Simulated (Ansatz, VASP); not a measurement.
## Be in VASP and in Ansatz

Contents of INCAR:

```
SYSTEM = Be
PREC     = Accurate       ! precision mode
ENCUT    = 520            ! plane-wave cutoff, eV
EDIFF    = 1E-6           ! SCF threshold, eV
ISMEAR   = 0              ! smearing method
SIGMA    = 0.15           ! smearing width, eV
LREAL    = .FALSE.        ! projectors in reciprocal space
LASPH    = .TRUE.         ! aspherical terms in the spheres
NELM     = 80             ! most SCF steps
ALGO     = Normal         ! electronic algorithm
ISIF     = 2              ! what is computed and relaxed
LWAVE    = .FALSE.        ! write WAVECAR
LCHARG   = .FALSE.        ! write CHGCAR
GGA      = PS             ! functional
NBANDS   = 9              ! bands
```

File KPOINTS:

```
Automatic mesh
0
G
  24 24 14
  0 0 0
```

Contents of POSCAR:

```
Be
1.0
    2.2305169254      0.0000000000      0.0000000000
   -1.1152584627      1.9316843209      0.0000000000
    0.0000000000      0.0000000000      3.6009000000
Be
2
Direct
    0.3333333333      0.6666666667      0.2500000000
    0.6666666667      0.3333333333      0.7500000000
```

Input for Ansatz:

```yaml
crystal:
  lattice:
    - [2.2305169254, 0.0, 0.0]
    - [-1.1152584627, 1.9316843209, 0.0]
    - [0.0, 0.0, 3.6009]
  atoms:
    - { symbol: Be, position: [0.3333333333, 0.6666666667, 0.25] }
    - { symbol: Be, position: [0.6666666667, 0.3333333333, 0.75] }
basis:
  ecutwfc: 420
kpoints:
  mp_grid: { grid: [24, 24, 14] }
hamiltonian:
  xc: pbesol
scf:
  occupations: { method: gaussian, width: 0.15 }
output:
  forces: true
  stress: true
  eigenvalues: true
```

Change from the starting cell: strain -0.030 along x and y, +0.000 along z, atoms carried along.

Alike in both runs: task single point; functional PBEsol; k mesh 24 × 24 × 14; occupations gaussian, width 0.15 eV; no spin polarisation.

|  | VASP | Ansatz |
| --- | --- | --- |
| version | VASP 6.6.1 | Ansatz 0.2.0 |
| potentials or method | VASP PAW PBE potentials, release 64 (Be), cutoff 520 eV | scalar-relativistic, plane waves, PAW |
| valence electrons in the cell | 4 | 4 |

```tsv
	VASP	Ansatz	Ansatz less VASP
gap on the k mesh at the Fermi level (eV)	none	none	-
pressure (GPa)	1.5	1.1	-0.39
traceless stress, the component that is largest in VASP (GPa)	-5.96	-5.99	-0.034
```

VASP's potentials were made for PBE, not for PBEsol. A gap of «none» marks a metal or a gap that the smearing closes. The functional is the same, so the differences come from potentials, cutoffs and numerics.
